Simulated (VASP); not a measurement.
# MnO2 (P6_3/mmc) in VASP: settings compared, part 2 of 2

VASP 6.6.1. The steps go on from the part before.

## 3. Single point, PBEsol, collinear spin, ferromagnetic start (volume scaled by 1.04)

INCAR reads:

```
PREC = Accurate
ENCUT = 520
EDIFF = 1E-7
ISMEAR = -1
SIGMA = 0.05
LREAL = False
LASPH = True
NELM = 150
ALGO = Normal
ISIF = 2
LWAVE = False
LCHARG = False
ISPIN = 2
MAGMOM = 4 4 0 0 0 0
LORBIT = 11
LMAXMIX = 4
GGA = PS
NBANDS = 38
```

KPOINTS reads:

```
Automatic mesh
0
Gamma
  11 11 3
```

POSCAR reads:

```
MnO2
1.0
    2.8925249486      0.0000000000      0.0000000000
   -1.4462624742      2.5050000866      0.0000000000
    0.0000000000      0.0000000000     10.3562547676
Mn O
2 4
Direct
    0.0000000000      0.0000000000      0.5000000000
    0.0000000000      0.0000000000      0.0000000000
    0.6666666667      0.3333333333      0.4068564500
    0.6666666667      0.3333333333      0.0931435500
    0.3333333333      0.6666666667      0.5931435500
    0.3333333333      0.6666666667      0.9068564500
```

Potentials or basis: VASP PAW PBE potentials, release 64 (Mn_pv, O).

Command:

```
$ cat potpaw_PBE.64/Mn_pv/POTCAR potpaw_PBE.64/O/POTCAR > POTCAR
$ mpirun -np 1 vasp_std > vasp.out
```

It took 7.2 min on 1 thread of AMD EPYC 7R13 (Zen 3), shared host; peak memory 0.27 GiB.

It converged, with:

- Free energy: -50.0249 eV
- Pressure: -7.8 GPa
- Largest force: 0.640 eV/Å
- Band gap on the k mesh: 0.91 eV, indirect (least direct gap 0.96 eV)
- Net moment: 6.00 μB per cell
- Site moments: Mn +2.87; O +0.02 μB
- Valence electrons inside the program's atomic spheres: Mn 11.68; O 4.95

Forces on the atoms (eV/Å):
```
Mn   0.000  0.000  0.000
Mn   0.000  0.000  0.000
O    0.000  0.000  0.640
O    0.000  0.000 -0.640
O    0.000  0.000 -0.640
O    0.000  0.000  0.640
```

Stress tensor (GPa, compression positive):
```
-9.16  0.00  0.00
 0.00 -9.16  0.00
 0.00  0.00 -5.02
```

Levels at points of the mesh, in eV from the valence-band top:
Spin up:
```tsv
k point	band 24	band 25	band 26	band 27	band 28	band 29	band 30	band 31	band 32	band 33
(0.00, 0.00, 0.00)	-1.26	-1.26	-1.26	-0.27	-0.05	2.78	2.78	2.80	2.80	6.64
```
Spin down:
```csv
k point,band 19,band 20,band 21,band 22,band 23,band 24,band 25,band 26
"(0.00, 0.00, 0.00)",-1.23,-1.21,-1.21,-1.14,0.91,0.91,0.91,0.91
```

Caveat: the cell differs from its parent crystal (volume scaled by 1.04); the PAW data sets were made with another functional, which shifts forces and pressure a little; only a ferromagnetic start was run, and an antiferromagnetic order may lie lower in energy.

## 4. Single point, PBEsol, collinear spin, ferromagnetic start (volume scaled by 1.06)

INCAR reads:

```
SYSTEM = MnO2
  PREC = Accurate
  ENCUT = 520
  EDIFF = 1E-6
  ISMEAR = -1
  SIGMA = 0.05
  LREAL = .FALSE.
  LASPH = .TRUE.
  NELM = 150
  ALGO = Normal
  ISIF = 2
  LWAVE = .FALSE.
  LCHARG = .TRUE.
  ISPIN = 2
  MAGMOM = 4 4 0 0 0 0
  LORBIT = 11
  LMAXMIX = 4
  GGA = PS
  LELF = .TRUE.
  LVHAR = .TRUE.
  NBANDS = 38
```

KPOINTS reads:

```
Automatic mesh
0
G
  11 11 3
  0 0 0
```

POSCAR: that of step 3 with these lines changed.

```diff
@@ -2,5 +2,5 @@
 1.0
-    2.8925249486      0.0000000000      0.0000000000
-   -1.4462624742      2.5050000866      0.0000000000
-    0.0000000000      0.0000000000     10.3562547676
+    2.9109491711      0.0000000000      0.0000000000
+   -1.4554745855      2.5209559313      0.0000000000
+    0.0000000000      0.0000000000     10.4222199523
 Mn O
```

Potentials or basis: VASP PAW PBE potentials, release 64 (Mn_pv, O).

Command:

```
$ cat potpaw_PBE.64/Mn_pv/POTCAR potpaw_PBE.64/O/POTCAR > POTCAR
$ mpirun -np 1 vasp_std > vasp.out
```

OUTCAR:

```text
SYSTEM = MnO2
   PREC = Accurate
   ENCUT = 520
   EDIFF = 1E-6
   ISMEAR = -1
   LREAL = .FALSE.
   LASPH = .TRUE.
   NELM = 150
   ISIF = 2
   ISPIN = 2
   LORBIT = 11
   GGA = PS

 ion  position               nearest neighbor table
   1  0.000  0.000  0.500-   3 1.94   5 1.94   5 1.94   3 1.94   3 1.94   5 1.94
   2  0.000  0.000  0.000-   4 1.94   6 1.94   6 1.94   4 1.94   4 1.94   6 1.94
   3  0.667  0.333  0.407-   1 1.94   1 1.94   1 1.94
   4  0.667  0.333  0.093-   2 1.94   2 1.94   2 1.94
   5  0.333  0.667  0.593-   1 1.94   1 1.94   1 1.94
   6  0.333  0.667  0.907-   2 1.94   2 1.94   2 1.94

  LATTYP: Found a hexagonal cell.
 ALAT       =     2.9109491711
 C/A-ratio  =     3.5803510607
[... 2164 lines left out ...]
      0.00000      0.00000      5.21111        -0.000000     -0.000000     -0.000000
      0.00000      0.00000      0.00000        -0.000000     -0.000000     -0.000000
      1.45547      0.84032      4.24035         0.000000      0.000000      0.874528
      1.45547      0.84032      0.97076         0.000000      0.000000     -0.874528
     -0.00000      1.68064      6.18187        -0.000000      0.000000     -0.874528
     -0.00000      1.68064      9.45146        -0.000000     -0.000000      0.874528
 -----------------------------------------------------------------------------------
    total drift:                               -0.000000      0.000000      0.000000

  FREE ENERGIE OF THE ION-ELECTRON SYSTEM (eV)
  ---------------------------------------------------
  free  energy   TOTEN  =       -49.9445296622 eV

  energy  without entropy=      -49.9445254016  energy(sigma->0) =      -49.94452753

 total charge

# of ion       s       p       d       tot
------------------------------------------
    1        0.338   6.426   4.874  11.638
    2        0.338   6.426   4.874  11.638
    3        1.577   3.364   0.000   4.940
    4        1.577   3.364   0.000   4.940
    5        1.577   3.364   0.000   4.940
    6        1.577   3.364   0.000   4.940
--------------------------------------------------
tot          6.983  26.306   9.749  43.037

 magnetization (x)

# of ion       s       p       d       tot
------------------------------------------
    1        0.030   0.038   2.826   2.894
    2        0.030   0.038   2.826   2.894
    3        0.004   0.010   0.000   0.014
    4        0.004   0.010   0.000   0.014
    5        0.004   0.010   0.000   0.014
    6        0.004   0.010   0.000   0.014
--------------------------------------------------
tot          0.075   0.116   5.652   5.843
```

It took 6.4 min on 1 thread of AMD EPYC 7R13 (Zen 3), shared host; peak memory 0.27 GiB.

What came out:

- Free energy: -49.9445 eV
- Pressure: -10.4 GPa
- Largest force: 0.875 eV/Å
- Band gap on the k mesh: 0.97 eV, indirect (least direct gap 1.03 eV)
- Net moment: 6.00 μB per cell
- Site moments: Mn +2.89; O +0.01 μB
- Valence electrons inside the program's atomic spheres: Mn 11.64; O 4.94

Forces on the atoms (eV/Å):
```
Mn   0.000  0.000  0.000
Mn   0.000  0.000  0.000
O    0.000  0.000  0.875
O    0.000  0.000 -0.875
O    0.000  0.000 -0.875
O    0.000  0.000  0.875
```

Caveat: the cell differs from its parent crystal (volume scaled by 1.06); the PAW data sets were made with another functional, which shifts forces and pressure a little; only a ferromagnetic start was run, and an antiferromagnetic order may lie lower in energy.

## 5. Single point, r2SCAN, collinear spin, ferromagnetic start

This run uses another cell than the first one, of 12.03 Å³/atom, 0.980 times its volume.

POSCAR: that of step 4 with these lines changed.

```diff
@@ -2,5 +2,5 @@
 1.0
-    2.9109491711      0.0000000000      0.0000000000
-   -1.4554745855      2.5209559313      0.0000000000
-    0.0000000000      0.0000000000     10.4222199523
+    2.8549554371      0.0000000000      0.0000000000
+   -1.4274777185      2.4724639352      0.0000000000
+    0.0000000000      0.0000000000     10.2217427273
 Mn O
```

INCAR.step1 reads:

```
SYSTEM = MnO2
PREC = Accurate
ENCUT = 520
ISMEAR = -1
SIGMA = 0.05
LREAL = .False.
LASPH = .True.
NELM = 150
ISPIN = 2
MAGMOM = 4 4 0 0 0 0
LMAXMIX = 4
NBANDS = 38
GGA = PE
ALGO = Normal
EDIFF = 1E-4
LWAVE = .True.
LCHARG = .False.
```

INCAR.step2 reads:

```
SYSTEM = MnO2
PREC = Accurate
ENCUT = 520
EDIFF = 1E-7
ISMEAR = -1
SIGMA = 0.05
LREAL = .False.
LASPH = .True.
NELM = 150
ALGO = Normal
ISIF = 2
LWAVE = .False.
LCHARG = .False.
ISPIN = 2
MAGMOM = 4 4 0 0 0 0
LORBIT = 11
LMAXMIX = 4
METAGGA = R2SCAN
LMIXTAU = .True.
NBANDS = 38
ISTART = 1
```

KPOINTS reads:

```
Automatic mesh
0
Gamma
  11 11 3
  0 0 0
```

Command:

```
$ cat potpaw_PBE.64/Mn_pv/POTCAR potpaw_PBE.64/O/POTCAR > POTCAR
$ cp INCAR.step1 INCAR
$ mpirun -np 1 vasp_std > vasp.out
$ cp INCAR.step2 INCAR
$ mpirun -np 1 vasp_std > vasp.out
```

Run time: 6.9 min. Hardware: 1 thread of Intel Xeon Platinum 8488C (Sapphire Rapids), shared host; peak memory 0.32 GiB.

It converged, with:

```
Free energy                                           : -65.0275 eV
Pressure                                              : -0.1 GPa
Largest force                                         : 0.031 eV/Å
Band gap on the k mesh                                : 1.99 eV, indirect (least direct gap 2.06 eV)
Net moment                                            : 6.00 μB per cell
Site moments                                          : Mn +2.93; O +0.01 μB
Valence electrons inside the program's atomic spheres : Mn 11.71; O 5.03
```

Forces on the atoms (eV/Å):
```
Mn   0.000  0.000  0.000
Mn   0.000  0.000  0.000
O    0.000  0.000  0.031
O    0.000  0.000 -0.031
O    0.000  0.000 -0.031
O    0.000  0.000  0.031
```

Stress tensor (GPa, compression positive):
```
 0.04  0.00  0.00
 0.00  0.04  0.00
 0.00  0.00 -0.30
```

Levels at points of the mesh, in eV from the valence-band top:
Spin up:
| k point | band 24 | band 25 | band 26 | band 27 | band 28 | band 29 | band 30 | band 31 | band 32 | band 33 |
| --- | --- | --- | --- | --- | --- | --- | --- | --- | --- | --- |
| (0.00, 0.00, 0.00) | -0.97 | -0.94 | -0.94 | -0.36 | -0.08 | 3.50 | 3.50 | 3.52 | 3.52 | 7.82 |
Spin down:
```
           k point  band 18  band 19  band 20  band 21  band 22  band 23  band 24  band 25  band 26  band 27
(0.00, 0.00, 0.00)    -0.98    -0.98    -0.95    -0.95    -0.86     1.99     1.99     1.99     1.99     3.57
```

Caveat: the PAW data sets were made with another functional, which shifts forces and pressure a little; only a ferromagnetic start was run, and an antiferromagnetic order may lie lower in energy. A k mesh can miss the band edges.

## 6. Overview

| level | cell | gap on the mesh (eV) | pressure (GPa) | moment (μB) | largest force (eV/Å) |
| --- | --- | --- | --- | --- | --- |
| PBEsol | a = 2.874, b = 2.874, c = 10.289 Å, angles 90.0, 90.0, 120.0°, 6 atoms | 0.84 | -4.8 | 6.00 | 0.39 |
| PBEsol | a = 2.893, b = 2.893, c = 10.356 Å, angles 90.0, 90.0, 120.0°, 6 atoms | 0.91 | -7.8 | 6.00 | 0.64 |
| PBEsol | a = 2.911, b = 2.911, c = 10.422 Å, angles 90.0, 90.0, 120.0°, 6 atoms | 0.97 | -10.4 | 6.00 | 0.87 |
| r2SCAN | a = 2.855, b = 2.855, c = 10.222 Å, angles 90.0, 90.0, 120.0°, 6 atoms | 1.99 | -0.1 | 6.00 | 0.03 |

Alike in all rows: task single point; potentials or basis VASP PAW PBE potentials, release 64 (Mn_pv, O); spin collinear, ferromagnetic start; k mesh 11 × 11 × 3; cutoff (eV) 520; smearing fermi-dirac 0.05 eV.

Caveats: the PAW data sets were made with another functional, which shifts forces and pressure a little; only a ferromagnetic start was run, and an antiferromagnetic order may lie lower in energy.

Absolute energies hang on the potentials; compare differences alone.
